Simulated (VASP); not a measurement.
Crystal: Ce.

```
CELL_PARAMETERS angstrom
-1.94330 1.94330 1.94330
1.94330 -1.94330 1.94330
1.94330 1.94330 -1.94330
ATOMIC_POSITIONS crystal
Ce 0.00000 0.00000 0.00000
```

This isn't the form of Ce at room conditions, which is fcc.

Program: VASP 6.6.1. Alike in all runs: task single point; cell as given.

Problem. Order these runs on this cell by their pressure, lowest first.
A. level PBEsol; potentials or basis VASP PAW PBE potentials, release 64 (Ce); spin off; k mesh 10 × 10 × 10; cutoff (eV) 520; smearing fermi-dirac 0.05 eV; dipole correction no; further INCAR settings ALGO = Fast; EDIFF = 1e-06; NBANDS = 12
B. level PBE; potentials or basis VASP PAW PBE potentials, release 64 (Ce); spin collinear, ferromagnetic start; k mesh 10 × 10 × 10; cutoff (eV) 520; smearing fermi-dirac 0.05 eV; dipole correction no; further INCAR settings ALGO = Fast; EDIFF = 1e-07; NBANDS = 16
C. level LDA; potentials or basis VASP PAW LDA potentials, release 64 (Ce); spin collinear, ferromagnetic start; k mesh 12 × 12 × 12; cutoff (eV) 400; smearing methfessel-paxton 0.1 eV; further INCAR settings ALGO = Normal; EDIFF = 1e-06; tolerance level tight; purpose restart; start from scratch

Solution. C (-7.5 GPa), A (-5.8 GPa), B (-0.8 GPa).

Caveats: the cell stands under tension (at least some runs); the magnetic or orbital state may not be the lowest (at least some runs); the PAW data sets were made with another functional, which shifts forces and pressure a little (at least some runs).
